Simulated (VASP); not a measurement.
# Sn7S16 (a cell with a defect) in VASP: single point with PBEsol

Aim: the single point of Sn7S16 (a cell with a defect) with PBEsol.

All numbers are computed with VASP 6.6.1; they aren't measurements. Logs are shortened: lines on timing, memory, paths and dates and some standing lists are left out, and cuts for length are marked.

### 1 The cell of the first run

The cell holds a defect, 23 atoms: a = 8.758 Å, b = 8.758 Å, c = 9.489 Å, α = 116.21°, β = 116.21°, γ = 92.46°.

### 2 Single point, PBEsol (atoms taken out, then relaxed in part)

File INCAR:

```
  PREC = Accurate
  ENCUT = 520
  EDIFF = 1E-6
  ISMEAR = 0
  SIGMA = 0.05
  LREAL = Auto
  LASPH = True
  NELM = 100
  ALGO = Normal
  ISIF = 2
  LWAVE = False
  LCHARG = True
  GGA = PS
  LELF = True
  LVHAR = True
  NBANDS = 114
  NELECT = 198.0
```

File KPOINTS:

```
regular mesh
0
Gamma
  4 4 4
```

File POSCAR:

```
Sn7S16
1.0
    5.4769714546     -3.1621309437     -6.0589188814
   -5.4769714546      3.1621309437     -6.0589188814
    3.6513143032      6.3242618874      6.0589188814
Sn S
7 16
Direct
    0.0000000000      0.0000000000      0.0000000000
    0.3837452124      0.8690173526      0.2442527078
    0.8605074954      0.3752353552      0.2442527078
    0.7411622780      0.7411622780      0.4823245560
    0.2588377220      0.2588377220      0.5176754440
    0.1394925046      0.6247646448      0.7557472922
    0.6162547876      0.1309826474      0.7557472922
    0.5929704064      0.4166745493      0.2666394533
    0.0933790785      0.9270280044      0.2518179620
    0.4607987855      0.7942981047      0.4972864702
    0.9635123153      0.2970116344      0.5027135298
    0.8415611165      0.6752100423      0.7481820380
    0.3263309531      0.1500350961      0.7333605467
    0.2024263015      0.5589253823      1.0000000000
    0.7083722023      0.0369311430      0.0000000000
    0.1584388835      0.3247899577      0.2518179620
    0.6736690469      0.8499649039      0.2666394533
    0.0364876847      0.7029883656      0.4972864702
    0.5392012145      0.2057018953      0.5027135298
    0.4070295936      0.5833254507      0.7333605467
    0.9066209215      0.0729719956      0.7481820380
    0.7975736985      0.4410746177      0.0000000000
    0.2916277977      0.9630688570      1.0000000000
```

Potentials or basis: VASP PAW PBE potentials, release 64 (Sn_d, S).

Run with:

```sh
> cat potpaw_PBE.64/Sn_d/POTCAR potpaw_PBE.64/S/POTCAR > POTCAR
> mpirun -np 1 vasp_std > vasp.out
```

OUTCAR:

```text
PREC = Accurate
   ENCUT = 520
   EDIFF = 1E-6
   ISMEAR = 0
   LREAL = Auto
   LASPH = True
   NELM = 100
   ISIF = 2
   GGA = PS
   NELECT = 198.0

 ion  position               nearest neighbor table
   1  0.000  0.000  0.000-   9 2.54  21 2.54  16 2.54  12 2.54  15 2.59  23 2.59   3 3.71   6 3.71
                             2 3.71   7 3.71
   2  0.384  0.869  0.244-  14 2.47  17 2.47  10 2.58  23 2.61  19 2.62   9 2.64   4 3.53   6 3.57
                             1 3.71   7 3.74
   3  0.861  0.375  0.244-  22 2.47   8 2.47  18 2.58  15 2.61  11 2.62  16 2.64   4 3.53   7 3.57
                             1 3.71   6 3.74
   4  0.741  0.741  0.482-  17 2.48   8 2.48  18 2.57  10 2.57  21 2.62  12 2.62   3 3.53   2 3.53

   5  0.259  0.259  0.518-  13 2.48  20 2.48  11 2.57  19 2.57   9 2.62  16 2.62   6 3.53   7 3.53

   6  0.139  0.625  0.756-  14 2.47  20 2.47  11 2.58  23 2.61  18 2.62  12 2.64   5 3.53   2 3.57
                             1 3.71   3 3.74
   7  0.616  0.131  0.756-  22 2.47  13 2.47  19 2.58  15 2.61  10 2.62  21 2.64   5 3.53   3 3.57
                             1 3.71   2 3.74
   8  0.593  0.417  0.267-   3 2.47   4 2.48
   9  0.093  0.927  0.252-   1 2.54   5 2.62   2 2.64
  10  0.461  0.794  0.497-   4 2.57   2 2.58   7 2.62
  11  0.964  0.297  0.503-   5 2.57   6 2.58   3 2.62
  12  0.842  0.675  0.748-   1 2.54   4 2.62   6 2.64
  13  0.326  0.150  0.733-   7 2.47   5 2.48
  14  0.202  0.559  0.000-   2 2.47   6 2.47
  15  0.708  0.037  0.000-   1 2.59   3 2.61   7 2.61
  16  0.158  0.325  0.252-   1 2.54   5 2.62   3 2.64
  17  0.674  0.850  0.267-   2 2.47   4 2.48
  18  0.036  0.703  0.497-   4 2.57   3 2.58   6 2.62
  19  0.539  0.206  0.503-   5 2.57   7 2.58   2 2.62
  20  0.407  0.583  0.733-   6 2.47   5 2.48
  21  0.907  0.073  0.748-   1 2.54   4 2.62   7 2.64
  22  0.798  0.441  0.000-   7 2.47   3 2.47
  23  0.292  0.963  0.000-   1 2.59   6 2.61   2 2.61

  LATTYP: Found a face centered orthorhombic cell.
 ALAT       =    12.1178377628
 B/A-ratio  =     1.0437937875
 C/A-ratio  =     1.2052692484

  Lattice vectors:

 A1 = (  -1.8256571514,   9.4863928311,   0.0000000000)
 A2 = (   3.6513143032,   6.3242618874,  -6.0589188814)
 A3 = (  -5.4769714546,   3.1621309437,  -6.0589188814)

Analysis of symmetry for initial positions (statically):
=====================================================================
 Subroutine PRICEL returns:
 Original cell was already a primitive cell.

 Routine SETGRP: Setting up the symmetry group for a
 face centered orthorhombic supercell.

 Subroutine GETGRP returns: Found  4 space group operations
 (whereof  4 operations were pure point group operations)
 out of a pool of  8 trial point group operations.

The static configuration has the point symmetry C_2h.

Analysis of symmetry for dynamics (positions and initial velocities):
=====================================================================
 Subroutine PRICEL returns:
 Original cell was already a primitive cell.

 Routine SETGRP: Setting up the symmetry group for a
 face centered orthorhombic supercell.

 Subroutine GETGRP returns: Found  4 space group operations
 (whereof  4 operations were pure point group operations)
 out of a pool of  8 trial point group operations.

The dynamic configuration has the point symmetry C_2h.

 Subroutine INISYM returns: Found  4 space group operations
 (whereof  4 operations are pure point group operations),
 and found     1 'primitive' translations

----------------------------------------------------------------------------------------

                                     Primitive cell

  volume of cell :     559.6470

  direct lattice vectors                    reciprocal lattice vectors
     5.476971455 -3.162130944 -6.058918881     0.102702745  0.019765152 -0.082522973
    -5.476971455  3.162130944 -6.058918881    -0.034234248  0.098825762 -0.082522973
     3.651314303  6.324261887  6.058918881     0.068468496  0.118590914  0.000000000

  length of vectors
     8.758241058  8.758241058  9.488882051     0.133223707  0.133223707  0.136936993

  position of ions in fractional coordinates (direct lattice)
     0.000000000  0.000000000  0.000000000
     0.383745212  0.869017353  0.244252708
     0.860507495  0.375235355  0.244252708
     0.741162278  0.741162278  0.482324556
     0.258837722  0.258837722  0.517675444
     0.139492505  0.624764645  0.755747292
[... 15 lines left out ...]
     0.797573699  0.441074618  0.000000000
     0.291627798  0.963068857  1.000000000

  ion indices of the primitive-cell ions
   primitive index   ion index
                 1           1
                 2           2
                 3           3
                 4           4
                 5           5
                 6           6
[... 15 lines left out ...]
                22          22
                23          23

----------------------------------------------------------------------------------------

 KPOINTS: regular mesh

Automatic generation of k-mesh.
 Grid dimensions read from file:
 generate k-points for:    4    4    4

 Generating k-lattice:

  Cartesian coordinates                     Fractional coordinates (reciprocal lattice)
     0.025675686  0.004941288 -0.020630743     0.250000000 -0.000000000  0.000000000
    -0.008558562  0.024706440 -0.020630743    -0.000000000  0.250000000  0.000000000
     0.017117124  0.029647729  0.000000000     0.000000000 -0.000000000  0.250000000

  Length of vectors
     0.033305927  0.033305927  0.034234248

  Shift w.r.t. Gamma in fractional coordinates (k-lattice)
     0.000000000  0.000000000  0.000000000

 Subroutine IBZKPT returns following result:
 ===========================================

 Found     24 irreducible k-points:

 Following reciprocal coordinates:
            Coordinates               Weight
  0.000000  0.000000  0.000000      1.000000
  0.250000 -0.000000  0.000000      4.000000
 -0.000000  0.250000 -0.250000      4.000000
  0.500000 -0.000000  0.000000      2.000000
  0.000000  0.500000  0.500000      2.000000
  0.250000  0.250000  0.000000      4.000000
[... 16 lines left out ...]
 -0.250000  0.250000  0.500000      2.000000
  0.500000  0.500000  0.500000      1.000000
   k-points           NKPTS =     24   k-points in BZ     NKDIM =     24   number of bands    NBANDS=    114
   number of dos      NEDOS =    301   number of ions     NIONS =     23
   total plane-waves  NPLWV = 352800
   dimension x,y,z NGX =    70 NGY =   70 NGZ =   72
   dimension x,y,z NGXF=   140 NGYF=  140 NGZF=  144
   ions per type =               7  16
   NGX,Y,Z   is equivalent  to a cutoff of  13.29, 13.29, 12.61 a.u.
   NGXF,Y,Z  is equivalent  to a cutoff of  26.57, 26.57, 25.23 a.u.
 SYSTEM =  unknown system
   PREC   = accura    normal or accurate (medium, high low for compatibility)
   ISTART =      0    job   : 0-new  1-cont  2-samecut
   ICHARG =      2    charge: 1-file 2-atom 10-const
   ISPIN  =      1    spin polarized calculation?
   LNONCOLLINEAR =      F non collinear calculations
   LSORBIT =      F    spin-orbit coupling
   LASPH  =      T    aspherical Exc in radial PAW
   ENCUT  =  520.0 eV  38.22 Ry    6.18 a.u.  16.28 16.28 17.64*2*pi/ulx,y,z
   NELM   =    100;   NELMIN=  2; NELMDL= -5     # of ELM steps
   EDIFF  = 0.1E-05   stopping-criterion for ELM
   LREAL  =      T    real-space projection
   EDIFFG = 0.1E-04   stopping-criterion for IOM
   NSW    =      0    number of steps for IOM
   IBRION =     -1    ionic relax: 0-MD 1-quasi-New 2-CG
   NFREE  =      0    steps in history (QN), initial steepest desc. (CG)
   ISIF   =      2    stress and relaxation
   ISYM   =      2    0-nonsym 1-usesym 2-fastsym
   POTIM  = 0.5000    time-step for ionic-motion
   TEBEG  =    0.0;   TEEND  =   0.0 temperature during run
   PSTRESS=    0.0 pullay stress
   NELECT =     198.0000    total number of electrons
   NUPDOWN=      -1.0000    fix difference up-down
   EMIN   =  10.00;   EMAX   =-10.00  energy-range for DOS
   EFERMI =   0.00;   METHOD = LEGACY
   ISMEAR =     0;   SIGMA  =   0.05  broadening in eV -4-tet -1-fermi 0-gaus
   EFERMI_NEDOS =   21; number of points for ismear=-14 and -15
   IALGO  =     38    algorithm
   IMIX   =      4    mixing-type and parameters
     AMIX     =   0.40;   BMIX     =  1.00
     AMIX_MAG =   1.60;   BMIX_MAG =  1.00
  volume/ion in A,a.u.               =      24.33       164.20
  Fermi-wavevector in a.u.,A,eV,Ry     =   1.157867  2.188050 18.240717  1.340655
  Thomas-Fermi vector in A             =   2.294474
   LORBIT       =      0    0 simple, 1 ext, 2 COOP (PROOUT), +10 PAW based schemes
   GGA     = PS    functional components
   LHFCALC =     F    Hartree Fock is set to
   AEXX    =    0.0000 exact exchange contribution
   IVDW    =     0    specifies the selected vdW correction
   LEPSILON=     F    determine dielectric tensor
   LRPA    =     F    only Hartree local field effects (RPA)
 non-spin polarized calculation
 Gauss-broadening in eV      SIGMA  =   0.05
  energy-cutoff  :      520.00
  volume of cell :      559.65
 maximum number of plane-waves:     15132
 NGX is ok and might be reduce to    70
   NGX = 33   NGY = 33   NGZ = 35

 number of electron     198.0000009 magnetization

 Free energy of the ion-electron system (eV)
  ---------------------------------------------------
  ext. energy  EPLUGINS =         0.00000000
  ---------------------------------------------------
  free energy    TOTEN  =       -87.93373294 eV

  energy without entropy =      -87.93373294  energy(sigma->0) =      -87.93373294

 E-fermi :   4.4956     XC(G=0):  -9.5238

 val. band max:        4.2022239528   @ k =   0.5000  -0.2500   0.5000
 cond. band min:       5.1257094881   @ k =   0.0000  -0.0000   0.5000
 fundamental gap:      0.9234855353
 Fermi energy:         4.4956045419

 k-point     1 :       0.0000    0.0000    0.0000
  band No.  band energies     occupation
      1     -17.4986      2.00000
      2     -17.4849      2.00000
      3     -17.4108      2.00000
      4     -17.4093      2.00000
      5     -17.3884      2.00000
      6     -17.3574      2.00000
[... 103 lines left out ...]
    110       8.8171      0.00000
    111       8.9163      0.00000
[... 2620 lines left out ...]
    110       8.7906      0.00000
    111       8.8041      0.00000
 [bands above 111 left out]

------------------------ aborting loop because EDIFF is reached ----------------------------------------

  FORCE on cell =-STRESS in cart. coord.  units (eV):
  Direction    XX          YY          ZZ          XY          YZ          ZX
  --------------------------------------------------------------------------------------
  -------------------------------------------------------------------------------------
  Total       39.6745926     39.0947614     41.2129576     -0.5021486     -0.1208721      0.2093562
  in kB      113.5818309    111.9218693    117.9859167     -1.4375689     -0.3460369      0.5993524
  external PRESSURE =     114.4965390 kB  Pullay stress =       0.0000000 kB

 VOLUME and BASIS-vectors are now :
 -----------------------------------------------------------------------------
  energy-cutoff  :      520.00
  volume of cell :      559.65
      direct lattice vectors                 reciprocal lattice vectors
     5.476971455 -3.162130944 -6.058918881     0.102702745  0.019765152 -0.082522973
    -5.476971455  3.162130944 -6.058918881    -0.034234248  0.098825762 -0.082522973
     3.651314303  6.324261887  6.058918881     0.068468496  0.118590914  0.000000000

 POSITION                                       TOTAL-FORCE (eV/Angst)
 -----------------------------------------------------------------------------------
      0.00000      0.00000      0.00000         0.000000     -0.000000      0.000000
     -1.76598      3.07921     -6.11048         0.006039     -0.011244      0.004087
      3.54967      0.01022     -6.00736        -0.012757     -0.000392     -0.004087
      1.76112      3.05035     -6.05892        -0.008549     -0.014807     -0.000000
      1.89020      3.27392     -0.00000         0.008549      0.014807     -0.000000
      0.10165      6.31404     -0.05156         0.012757      0.000392      0.004087
[... 15 lines left out ...]
      1.95254     -1.12730     -7.50487         0.001246     -0.000720      0.001856
     -3.67746      2.12318     -7.60211        -0.003208      0.001852     -0.006076
 -----------------------------------------------------------------------------------
    total drift:                                0.000000      0.000000      0.000000

  FREE ENERGIE OF THE ION-ELECTRON SYSTEM (eV)
  ---------------------------------------------------
  free  energy   TOTEN  =       -87.9337329424 eV

  energy  without entropy=      -87.9337329424  energy(sigma->0) =      -87.93373294
```

Run time: 40 min. Hardware: 1 thread of Intel Xeon Platinum 8488C (Sapphire Rapids), shared host; peak memory 1.3 GiB.

What came out:

```
Free energy   : -87.9337 eV
Largest force : 0.017 eV/Å
```

Forces in eV/Å, atoms in the order of the input:
```
Sn   0.000  0.000  0.000
Sn   0.006 -0.011  0.004
Sn  -0.013  0.000 -0.004
Sn  -0.009 -0.015  0.000
Sn   0.009  0.015  0.000
Sn   0.013  0.000  0.004
Sn  -0.006  0.011 -0.004
S    0.000  0.002 -0.002
S   -0.002  0.000  0.008
S    0.002  0.003  0.004
S   -0.001 -0.004  0.004
S   -0.001  0.002  0.008
S   -0.002 -0.001 -0.002
S   -0.001  0.001 -0.002
S    0.003 -0.002  0.006
S    0.001 -0.002 -0.008
S    0.002  0.001  0.002
S    0.001  0.004 -0.004
S   -0.002 -0.003 -0.004
S    0.000 -0.002  0.002
S    0.002  0.000 -0.008
S    0.001 -0.001  0.002
S   -0.003  0.002 -0.006
```

Levels at points of the mesh, in eV from the Fermi level:
| k point | band 96 | band 97 | band 98 | band 99 | band 100 | band 101 | band 102 | band 103 |
| --- | --- | --- | --- | --- | --- | --- | --- | --- |
| (0.00, 0.00, 0.00) | -0.60 | -0.58 | -0.51 | -0.42 | 0.89 | 1.21 | 1.46 | 1.57 |
| (0.50, 0.00, 0.00) | -0.71 | -0.68 | -0.61 | -0.30 | 1.40 | 1.47 | 1.48 | 1.57 |
| (0.00, 0.50, 0.50) | -0.67 | -0.56 | -0.48 | -0.46 | 1.01 | 1.25 | 1.31 | 1.46 |
| (0.50, 0.50, 0.00) | -0.73 | -0.69 | -0.37 | -0.34 | 0.92 | 1.19 | 1.74 | 1.80 |
| (0.00, 0.00, 0.50) | -0.73 | -0.69 | -0.43 | -0.43 | 0.63 | 0.88 | 1.19 | 1.41 |
| (0.50, 0.50, 0.50) | -0.69 | -0.69 | -0.51 | -0.29 | 0.82 | 1.65 | 1.74 | 1.76 |

Caveat: the cell carries a net charge on a neutralising background, which shifts energy and pressure; the cell differs from its parent crystal (atoms taken out, then relaxed in part); the cell is charged against a uniform background, so pressure and absolute levels hang on convention; the PAW data sets were made with another functional, which shifts forces and pressure a little; spin-orbit coupling is left out, which moves the levels of the heavy elements.
